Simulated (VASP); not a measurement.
# Fe (Fmmm) in VASP: notebook

The runs below take Fe through single point, with PBE0, PBE, r2SCAN.

All numbers are computed with VASP 6.6.1; they aren't measurements. Logs are shortened: lines on timing, memory, paths and dates and some standing lists are left out, and cuts for length are marked.

### Step 1. The cell of the first run

It takes space group Fmmm (No. 69, orthorhombic). The conventional cell has a = 2.997 Å, b = 3.883 Å, c = 3.930 Å, α = 90.00°, β = 90.00°, γ = 90.00°. Within 3.2 Å of Fe (site symmetry mmm) lie 14 Fe at 2.45 to 3.00 Å.

### Step 2. Single point, PBE0, collinear spin, ferromagnetic start

File POSCAR:

```
Fe
1.0
    0.0000000000      1.9417396906      1.9651051623
    1.4984397099      0.0000000000      1.9651051623
    1.4984397099      1.9417396906      0.0000000000
Fe
1
Direct
    0.0000000000      0.0000000000      0.0000000000
```

File INCAR.step1:

```
SYSTEM = Fe
PREC = Accurate
ENCUT = 520
EDIFF = 1E-5
ISMEAR = -1
SIGMA = 0.05
LREAL = .False.
LASPH = .True.
NELM = 150
ALGO = Normal
ISIF = 2
LWAVE = .True.
LCHARG = .False.
ISPIN = 2
MAGMOM = 3
LORBIT = 11
LMAXMIX = 4
GGA = PE
NBANDS = 14
```

File INCAR.step2:

```
SYSTEM = Fe
PREC = Accurate
ENCUT = 520
EDIFF = 1E-6
ISMEAR = -1
SIGMA = 0.05
LREAL = .False.
LASPH = .True.
NELM = 150
ALGO = Normal
ISIF = 2
LWAVE = .False.
LCHARG = .False.
ISPIN = 2
MAGMOM = 3
LORBIT = 11
LMAXMIX = 4
GGA = PE
LHFCALC = .True.
AEXX = 0.25
PRECFOCK = Normal
ISTART = 1
NBANDS = 14
```

File KPOINTS:

```
regular mesh
0
Gamma
  7 7 7
  0 0 0
```

Potentials or basis: VASP PAW PBE potentials, release 64 (Fe).

Command:

```bash
> cat potpaw_PBE.64/Fe/POTCAR > POTCAR
> cp INCAR.step1 INCAR
> mpirun -np 1 vasp_std > vasp.out
> cp INCAR.step2 INCAR
> mpirun -np 1 vasp_std > vasp.out
```

OUTCAR:

```text
SYSTEM = Fe
   PREC = Accurate
   ENCUT = 520
   EDIFF = 1E-6
   ISMEAR = -1
   LREAL = .False.
   LASPH = .True.
   NELM = 150
   ISIF = 2
   ISPIN = 2
   LORBIT = 11
   GGA = PE
   LHFCALC = .True.
   AEXX = 0.25
   PRECFOCK = Normal
   ISTART = 1

 ion  position               nearest neighbor table
   1  0.000  0.000  0.000-

  LATTYP: Found a face centered orthorhombic cell.
 ALAT       =     2.9968794198
 B/A-ratio  =     1.2958410524
 C/A-ratio  =     1.3114342535

  Lattice vectors:

 A1 = (   0.0000000000,   1.9417396906,   1.9651051623)
 A2 = (   1.4984397099,   0.0000000000,   1.9651051623)
 A3 = (   1.4984397099,   1.9417396906,   0.0000000000)

Analysis of symmetry for initial positions (statically):
=====================================================================
 Subroutine PRICEL returns:
 Original cell was already a primitive cell.

 Routine SETGRP: Setting up the symmetry group for a
 face centered orthorhombic supercell.

 Subroutine GETGRP returns: Found  8 space group operations
 (whereof  8 operations were pure point group operations)
 out of a pool of  8 trial point group operations.

The static configuration has the point symmetry D_2h.

Analysis of symmetry for dynamics (positions and initial velocities):
=====================================================================
 Subroutine PRICEL returns:
 Original cell was already a primitive cell.

 Routine SETGRP: Setting up the symmetry group for a
 face centered orthorhombic supercell.

 Subroutine GETGRP returns: Found  8 space group operations
 (whereof  8 operations were pure point group operations)
 out of a pool of  8 trial point group operations.

The dynamic configuration has the point symmetry D_2h.

Analysis of structural, dynamic, and magnetic symmetry:
=====================================================================
 Subroutine PRICEL returns:
 Original cell was already a primitive cell.

 Routine SETGRP: Setting up the symmetry group for a
 face centered orthorhombic supercell.

 Subroutine GETGRP returns: Found  8 space group operations
 (whereof  8 operations were pure point group operations)
 out of a pool of  8 trial point group operations.

The overall configuration has the point symmetry D_2h.

 Subroutine INISYM returns: Found  8 space group operations
 (whereof  8 operations are pure point group operations),
 and found     1 'primitive' translations

----------------------------------------------------------------------------------------

                                     Primitive cell

  volume of cell :      11.4353

  direct lattice vectors                    reciprocal lattice vectors
     0.000000000  1.941739691  1.965105162    -0.333680426  0.257501045  0.254439309
     1.498439710  0.000000000  1.965105162     0.333680426 -0.257501045  0.254439309
     1.498439710  1.941739691  0.000000000     0.333680426  0.257501045 -0.254439309

  length of vectors
     2.762605894  2.471226388  2.452687218     0.492329947  0.492329947  0.492329947

  position of ions in fractional coordinates (direct lattice)
     0.000000000  0.000000000  0.000000000

  ion indices of the primitive-cell ions
   primitive index   ion index
                 1           1

----------------------------------------------------------------------------------------

 KPOINTS: regular mesh

Automatic generation of k-mesh.
 Grid dimensions read from file:
 generate k-points for:    7    7    7

 Generating k-lattice:

  Cartesian coordinates                     Fractional coordinates (reciprocal lattice)
    -0.047668632  0.036785864  0.036348473     0.142857143  0.000000000  0.000000000
     0.047668632 -0.036785864  0.036348473     0.000000000  0.142857143  0.000000000
     0.047668632  0.036785864 -0.036348473    -0.000000000 -0.000000000  0.142857143

  Length of vectors
     0.070332850  0.070332850  0.070332850

  Shift w.r.t. Gamma in fractional coordinates (k-lattice)
     0.000000000  0.000000000  0.000000000

 Subroutine IBZKPT returns following result:
 ===========================================

 Found     64 irreducible k-points:

 Following reciprocal coordinates:
            Coordinates               Weight
[... 33 lines left out ...]
 SYSTEM =  Fe
   PREC   = accura    normal or accurate (medium, high low for compatibility)
   ISTART =      1    job   : 0-new  1-cont  2-samecut
   ICHARG =      0    charge: 1-file 2-atom 10-const
   ISPIN  =      2    spin polarized calculation?
   LNONCOLLINEAR =      F non collinear calculations
   LSORBIT =      F    spin-orbit coupling
   LASPH  =      T    aspherical Exc in radial PAW
   ENCUT  =  520.0 eV  38.22 Ry    6.18 a.u.   5.14  4.59  4.56*2*pi/ulx,y,z
   NELM   =    150;   NELMIN=  2; NELMDL=  0     # of ELM steps
   EDIFF  = 0.1E-05   stopping-criterion for ELM
   LREAL  =      F    real-space projection
   EDIFFG = 0.1E-04   stopping-criterion for IOM
   NSW    =      0    number of steps for IOM
   IBRION =     -1    ionic relax: 0-MD 1-quasi-New 2-CG
   NFREE  =      0    steps in history (QN), initial steepest desc. (CG)
   ISIF   =      2    stress and relaxation
   ISYM   =      3    0-nonsym 1-usesym 2-fastsym
   POTIM  = 0.5000    time-step for ionic-motion
   TEBEG  =    0.0;   TEEND  =   0.0 temperature during run
   PSTRESS=    0.0 pullay stress
   NELECT =       8.0000    total number of electrons
   NUPDOWN=      -1.0000    fix difference up-down
   EMIN   =  10.00;   EMAX   =-10.00  energy-range for DOS
   EFERMI =   0.00;   METHOD = LEGACY
   ISMEAR =    -1;   SIGMA  =   0.05  broadening in eV -4-tet -1-fermi 0-gaus
   EFERMI_NEDOS =   21; number of points for ismear=-14 and -15
   IALGO  =     38    algorithm
   IMIX   =      1    mixing-type and parameters
     AMIX     =   0.40;   BMIX     =  1.00
     AMIX_MAG =   1.60;   BMIX_MAG =  1.00
  volume/ion in A,a.u.               =      11.44        77.17
  Fermi-wavevector in a.u.,A,eV,Ry     =   1.453303  2.746344 28.736719  2.112089
  Thomas-Fermi vector in A             =   2.570585
   LORBIT       =     11    0 simple, 1 ext, 2 COOP (PROOUT), +10 PAW based schemes
   GGA     = PE    functional components
   LHFCALC =     T    Hartree Fock is set to
   PRECFOCK=normal    Normal, Fast or Accurate (Low or Medium for compatibility)
   ENCUT4O =  -1.0   cutoff for four orbital integrals eV
   NKREDX  =     1    reduce k-point grid by
   NKREDY  =     1    reduce k-point grid by
   NKREDZ  =     1    reduce k-point grid by
   AEXX    =    0.2500 exact exchange contribution
   HFSCREEN=    0.0000 screening length (either q_TF or 0.3 A-1)
   HFSCREENC=   0.0000 screening length for correlation (either q_TF or 0.3 A-1)
   ENCUTFOCK=  -1.0 apply spherical cutoff to Coloumb kernel
   IVDW    =     0    specifies the selected vdW correction
   LEPSILON=     F    determine dielectric tensor
   LRPA    =     F    only Hartree local field effects (RPA)
 spin polarized calculation
  energy-cutoff  :      520.00
  volume of cell :       11.44
 maximum number of plane-waves:       337
 NGX is ok and might be reduce to    24
  NGX = 16; NGY = 14; NGZ = 14

 number of electron       7.9999999 magnetization       2.8570288

 Free energy of the ion-electron system (eV)
  ---------------------------------------------------
  ext. energy  EPLUGINS =         0.00000000
  ---------------------------------------------------
  free energy    TOTEN  =       -12.55879374 eV

  energy without entropy =      -12.55792981  energy(sigma->0) =      -12.55836178

 E-fermi :   5.9059     XC(G=0): -10.2249

 val. band max:        5.5528701462   @ k =  -0.1429   0.1429   0.0000
 cond. band min:       5.9063006775   @ k =  -0.4286   0.1429   0.1429
 fundamental gap:      0.3534305313
 Fermi energy:         5.9059024973

 spin component 1

 k-point     1 :       0.0000    0.0000    0.0000
  band No.  band energies     occupation
      1      -4.1676      1.00000
      2       0.3586      1.00000
      3       0.4263      1.00000
      4       0.6140      1.00000
      5       1.5041      1.00000
      6       1.9432      1.00000
      7      31.3232      0.00000
      8      32.7632      0.00000
      9      33.0704      0.00000
     10      37.0853      0.00000
     11      38.1935      0.00000
     12      38.6664      0.00000
     13      38.9033      0.00000
     14      39.1346      0.00000
[... 379 lines left out ...]
      3       0.6068      1.00000
      4       0.8844      1.00000
      5       1.1444      1.00000
      6       2.1890      1.00000
      7      27.2129      0.00000
      8      27.9807      0.00000
      9      30.7246      0.00000
     10      31.6038      0.00000
     11      36.4372      0.00000
     12      37.7195      0.00000
     13      39.5885      0.00000
     14      45.0235      0.00000

 [... further k-points ...]

 spin component 2

 k-point     1 :       0.0000    0.0000    0.0000
  band No.  band energies     occupation
      1      -4.5704      1.00000
      2       5.4230      0.99994
      3       7.1878      0.00000
      4       8.1787      0.00000
      5       9.5200      0.00000
      6      10.5631      0.00000
      7      30.5278      0.00000
      8      32.2057      0.00000
      9      32.5558      0.00000
     10      37.5284      0.00000
     11      38.0692      0.00000
     12      39.6755      0.00000
     13      40.2640      0.00000
     14      40.3095      0.00000
[... 379 lines left out ...]
      3       7.4534      0.00000
      4       7.8758      0.00000
      5       8.8310      0.00000
      6      10.4839      0.00000
      7      27.6517      0.00000
      8      28.7631      0.00000
      9      31.4134      0.00000
     10      31.8573      0.00000
     11      36.5652      0.00000
     12      38.2712      0.00000
     13      40.7076      0.00000
     14      45.8997      0.00000

 [... further k-points ...]

------------------------ aborting loop because EDIFF is reached ----------------------------------------

  FORCE on cell =-STRESS in cart. coord.  units (eV):
  Direction    XX          YY          ZZ          XY          YZ          ZX
  --------------------------------------------------------------------------------------
  -------------------------------------------------------------------------------------
  Total        1.0988126      0.9168840      1.3729143      0.0000000      0.0000000      0.0000000
  in kB      153.9529919    128.4632470    192.3569721      0.0000000      0.0000000      0.0000000
  external PRESSURE =     158.2577370 kB  Pullay stress =       0.0000000 kB

 VOLUME and BASIS-vectors are now :
 -----------------------------------------------------------------------------
  energy-cutoff  :      520.00
  volume of cell :       11.44
      direct lattice vectors                 reciprocal lattice vectors
     0.000000000  1.941739691  1.965105162    -0.333680426  0.257501045  0.254439309
     1.498439710  0.000000000  1.965105162     0.333680426 -0.257501045  0.254439309
     1.498439710  1.941739691  0.000000000     0.333680426  0.257501045 -0.254439309

 POSITION                                       TOTAL-FORCE (eV/Angst)
 -----------------------------------------------------------------------------------
      0.00000      0.00000      0.00000         0.000000      0.000000      0.000000
 -----------------------------------------------------------------------------------
    total drift:                                0.000000     -0.000000     -0.000000

  FREE ENERGIE OF THE ION-ELECTRON SYSTEM (eV)
  ---------------------------------------------------
  free  energy   TOTEN  =       -12.5587937392 eV

  energy  without entropy=      -12.5579298142  energy(sigma->0) =      -12.55836178

 total charge

# of ion       s       p       d       tot
------------------------------------------
    1        0.508   0.582   6.196   7.286

 magnetization (x)

# of ion       s       p       d       tot
------------------------------------------
    1       -0.033  -0.140   3.063   2.891
```

Wall time 2 h (1 thread of Intel Xeon Platinum 8488C (Sapphire Rapids), shared host); peak memory 0.16 GiB.

Results:

- Free energy: -12.5588 eV
- Pressure: 15.8 GPa
- Net moment: 2.86 μB per cell
- Site moments: Fe +2.89 μB
- Valence electrons inside the program's atomic spheres: Fe 7.29

Levels at points of the mesh, in eV from the Fermi level:
Spin up:
```csv
k point,band 2,band 3,band 4,band 5,band 6,band 7,band 8,band 9
"(0.00, 0.00, 0.00)",-5.55,-5.48,-5.29,-4.40,-3.96,25.42,26.86,27.16
```
Spin down:
| k point | band 1 | band 2 | band 3 | band 4 | band 5 | band 6 | band 7 |
| --- | --- | --- | --- | --- | --- | --- | --- |
| (0.00, 0.00, 0.00) | -10.48 | -0.48 | 1.28 | 2.27 | 3.61 | 4.66 | 24.62 |

Caveat: the k points lie up to 0.44 Å⁻¹ apart; the PAW data sets were made with another functional, which shifts forces and pressure a little.

### Step 3. Single point, PBE, collinear spin, ferromagnetic start

File INCAR:

```
SYSTEM = Fe
  PREC = Accurate
  ENCUT = 690
  EDIFF = 1E-6
  ISMEAR = -1
  SIGMA = 0.05
  LREAL = .FALSE.
  LASPH = .TRUE.
  NELM = 200
  ALGO = Normal
  ISIF = 2
  LWAVE = .FALSE.
  LCHARG = .FALSE.
  ISPIN = 2
  MAGMOM = 3.8
  LORBIT = 11
  NUPDOWN = 3.8
  LMAXMIX = 4
  GGA = PE
  NBANDS = 18
  GGA_COMPAT = .FALSE.
```

File KPOINTS:

```
regular mesh
0
G
  11 11 11
  0 0 0
```

POSCAR is that of step 2.

Potentials or basis: VASP PAW PBE potentials, release 64 (Fe_sv).

Command:

```bash
> cat potpaw_PBE.64/Fe_sv/POTCAR > POTCAR
> mpirun -np 1 vasp_std > vasp.out
```

OUTCAR:

```text
SYSTEM = Fe
   PREC = Accurate
   ENCUT = 690
   EDIFF = 1E-6
   ISMEAR = -1
   LREAL = .FALSE.
   LASPH = .TRUE.
   NELM = 200
   ISIF = 2
   ISPIN = 2
   LORBIT = 11
   NUPDOWN = 3.8
   GGA = PE

 ion  position               nearest neighbor table
   1  0.000  0.000  0.000-

  LATTYP: Found a face centered orthorhombic cell.
 ALAT       =     2.9968794198
 B/A-ratio  =     1.2958410524
 C/A-ratio  =     1.3114342535

  Lattice vectors:

 A1 = (   0.0000000000,   1.9417396906,   1.9651051623)
 A2 = (   1.4984397099,   0.0000000000,   1.9651051623)
 A3 = (   1.4984397099,   1.9417396906,   0.0000000000)

Analysis of symmetry for initial positions (statically):
=====================================================================
 Subroutine PRICEL returns:
 Original cell was already a primitive cell.

 Routine SETGRP: Setting up the symmetry group for a
 face centered orthorhombic supercell.

 Subroutine GETGRP returns: Found  8 space group operations
 (whereof  8 operations were pure point group operations)
 out of a pool of  8 trial point group operations.

The static configuration has the point symmetry D_2h.

Analysis of symmetry for dynamics (positions and initial velocities):
=====================================================================
 Subroutine PRICEL returns:
 Original cell was already a primitive cell.

 Routine SETGRP: Setting up the symmetry group for a
 face centered orthorhombic supercell.

 Subroutine GETGRP returns: Found  8 space group operations
 (whereof  8 operations were pure point group operations)
 out of a pool of  8 trial point group operations.

The dynamic configuration has the point symmetry D_2h.

Analysis of structural, dynamic, and magnetic symmetry:
=====================================================================
 Subroutine PRICEL returns:
 Original cell was already a primitive cell.

 Routine SETGRP: Setting up the symmetry group for a
[... 133 lines left out ...]
   LEPSILON=     F    determine dielectric tensor
   LRPA    =     F    only Hartree local field effects (RPA)
 spin polarized calculation
  energy-cutoff  :      690.00
  volume of cell :       11.44
 maximum number of plane-waves:       485
   NGX = 11   NGY = 11   NGZ = 11

 number of electron      15.9999993 magnetization       3.7999998

 Free energy of the ion-electron system (eV)
  ---------------------------------------------------
  ext. energy  EPLUGINS =         0.00000000
  ---------------------------------------------------
  free energy    TOTEN  =        -6.71343644 eV

  energy without entropy =       -6.70288863  energy(sigma->0) =       -6.70816253

 E-fermi :  11.6137     XC(G=0): -13.6823

 val. band max:       16.7428578849   @ k =   0.4545  -0.1818   0.2727
 cond. band min:      11.6224306922   @ k =   0.1818   0.3636   0.0909
 fundamental gap:     -5.1204271927
 Fermi energy:        16.7618639795

 spin component 1

 k-point     1 :       0.0000    0.0000    0.0000
  band No.  band energies     occupation
      1     -76.7536      1.00000
      2     -42.5502      1.00000
      3     -42.5361      1.00000
      4     -42.5289      1.00000
      5       3.0413      1.00000
      6       8.8476      1.00000
[... 493 lines left out ...]
     17      47.3023      0.00000
     18      48.1675      0.00000

 [... further k-points ...]

 spin component 2

 k-point     1 :       0.0000    0.0000    0.0000
  band No.  band energies     occupation
      1     -72.7941      1.00000
      2     -38.6503      1.00000
      3     -38.6473      1.00000
      4     -38.6438      1.00000
      5       4.2531      1.00000
      6      12.1478      0.00002
[... 493 lines left out ...]
     17      49.0404      0.00000
     18      49.6002      0.00000

 [... further k-points ...]

------------------------ aborting loop because EDIFF is reached ----------------------------------------

  FORCE on cell =-STRESS in cart. coord.  units (eV):
  Direction    XX          YY          ZZ          XY          YZ          ZX
  --------------------------------------------------------------------------------------
  -------------------------------------------------------------------------------------
  Total        3.9652055      3.9719346      3.7602568      0.0000000      0.0000000      0.0000000
  in kB      555.5590308    556.5018246    526.8439682      0.0000000      0.0000000      0.0000000
  external PRESSURE =     546.3016079 kB  Pullay stress =       0.0000000 kB

 VOLUME and BASIS-vectors are now :
 -----------------------------------------------------------------------------
  energy-cutoff  :      690.00
  volume of cell :       11.44
      direct lattice vectors                 reciprocal lattice vectors
     0.000000000  1.941739691  1.965105162    -0.333680426  0.257501045  0.254439309
     1.498439710  0.000000000  1.965105162     0.333680426 -0.257501045  0.254439309
     1.498439710  1.941739691  0.000000000     0.333680426  0.257501045 -0.254439309

 POSITION                                       TOTAL-FORCE (eV/Angst)
 -----------------------------------------------------------------------------------
      0.00000      0.00000      0.00000        -0.000000      0.000000      0.000000
 -----------------------------------------------------------------------------------
    total drift:                               -0.000000      0.000000      0.000000

  FREE ENERGIE OF THE ION-ELECTRON SYSTEM (eV)
  ---------------------------------------------------
  free  energy   TOTEN  =        -6.7134364378 eV

  energy  without entropy=       -6.7028886275  energy(sigma->0) =       -6.70816253

 total charge

# of ion       s       p       d       tot
------------------------------------------
    1        2.208   6.070   5.408  13.686

 magnetization (x)

# of ion       s       p       d       tot
------------------------------------------
    1        0.026   0.058   3.256   3.339
```

stdout:

```text
POSCAR found type information on POSCAR Fe
 POSCAR found :  1 types and       1 ions
 scaLAPACK will be used
 LDA part: xc-table for (Slater+PW92), standard interpolation
 POSCAR, INCAR and KPOINTS ok, starting setup
 FFT: planning ... GRIDC
 FFT: planning ... GRID_SOFT
 FFT: planning ... GRID
 WAVECAR not read
 entering main loop
```

Wall time 41 s (1 thread of Intel Xeon 6975P-C (Granite Rapids), shared host); peak memory 0.22 GiB.

Results:

```
Free energy                                           : -6.7134 eV
Pressure                                              : 54.6 GPa
Net moment                                            : 3.80 μB per cell
Site moments                                          : Fe +3.34 μB
Valence electrons inside the program's atomic spheres : Fe 13.69
```

Stress tensor (GPa, compression positive):
```
55.56  0.00  0.00
 0.00 55.65  0.00
 0.00  0.00 52.68
```

Caveat: the cell stands under pressure; the total moment is fixed, so each spin has its own Fermi level and the state may be an excited one.

(Continued in part 2 of 2.)
